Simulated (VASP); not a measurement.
Wanted: the native input for a VASP 6.6.1 run.

| Quantity | Value |
| --- | --- |
| Task | single point |
| Functional | r2SCAN |
| Potentials or basis | VASP PAW PBE potentials, release 64 (Si, O) |
| Cutoff | 520 eV |
| k mesh | 6 × 6 × 8 |
| Occupations | gaussian, width 0.05 eV |
| Spin | no spin polarisation |
| Dipole correction | no |
| Further INCAR settings | ALGO = Normal; EDIFF = 1e-06; NBANDS = 25 |

The system is SiO2.

```
Si O
1.0
     4.35282    0.00000    0.00000
     0.00000    4.35282    0.00000
     0.00000    0.00000    2.45525
Si O
2 4
Cartesian
  2.1764 2.1764 1.2276
  0.0000 0.0000 0.0000
  3.0204 3.0204 0.0000
  0.8439 3.5089 1.2276
  1.3325 1.3325 0.0000
  3.5089 0.8439 1.2276
```

This cell differs from its parent crystal: strain +0.040 along x and y, -0.080 along z.

One way to write it, as run:

POSCAR

```
SiO2
1.0
    4.3528223192      0.0000000000      0.0000000000
    0.0000000000      4.3528223192      0.0000000000
    0.0000000000      0.0000000000      2.4552453754
Si O
2 4
Direct
    0.5000000000      0.5000000000      0.5000000000
    0.0000000000      0.0000000000      0.0000000000
    0.6938852014      0.6938852014      0.0000000000
    0.1938852014      0.8061147986      0.5000000000
    0.3061147986      0.3061147986      0.0000000000
    0.8061147986      0.1938852014      0.5000000000
```

INCAR.step1

```
SYSTEM = SiO2
PREC     = Accurate       ! precision mode
ENCUT    = 520            ! plane-wave cutoff, eV
ISMEAR   = 0              ! smearing method
SIGMA    = 0.05           ! smearing width, eV
LREAL    = .False.        ! projectors in reciprocal space
LASPH    = .True.         ! aspherical terms in the spheres
NELM     = 60             ! most SCF steps
NBANDS   = 25             ! bands
GGA      = PE             ! functional
ALGO     = Normal         ! electronic algorithm
EDIFF    = 1E-4           ! SCF threshold, eV
LWAVE    = .True.         ! write WAVECAR
LCHARG   = .False.        ! write CHGCAR
```

INCAR.step2

```
SYSTEM = SiO2
PREC     = Accurate       ! precision mode
ENCUT    = 520            ! plane-wave cutoff, eV
EDIFF    = 1E-6           ! SCF threshold, eV
ISMEAR   = 0              ! smearing method
SIGMA    = 0.05           ! smearing width, eV
LREAL    = .False.        ! projectors in reciprocal space
LASPH    = .True.         ! aspherical terms in the spheres
NELM     = 60             ! most SCF steps
ALGO     = Normal         ! electronic algorithm
ISIF     = 2              ! what is computed and relaxed
LWAVE    = .False.        ! write WAVECAR
LCHARG   = .True.         ! write CHGCAR
METAGGA  = R2SCAN         ! meta-GGA
LMIXTAU  = .True.       
LELF     = .True.         ! ELF
LVHAR    = .True.       
NBANDS   = 25             ! bands
ISTART   = 1
```

KPOINTS

```
Automatic mesh
0
Gamma
  6 6 8
  0 0 0
```

Potentials or basis: VASP PAW PBE potentials, release 64 (Si, O).

The run is started by

```console
$ cat potpaw_PBE.64/Si/POTCAR potpaw_PBE.64/O/POTCAR > POTCAR
$ cp INCAR.step1 INCAR
$ mpirun -np 1 vasp_std > vasp.out
$ cp INCAR.step2 INCAR
$ mpirun -np 1 vasp_std > vasp.out
```

Results of the run:

```json
{
  "Pressure": "11.8 GPa",
  "Largest force": "0.819 eV/Å",
  "Band gap on the k mesh": "6.74 eV, direct"
}
```

Caveat: the cell differs from its parent crystal (strain +0.040 along x and y, -0.080 along z); the PAW data sets were made with another functional, which shifts forces and pressure a little.

It took 46 s on 1 thread of Intel(R) Xeon(R) 6975P-C (Granite Rapids), with other jobs on the host, peak memory 0.17 GiB.
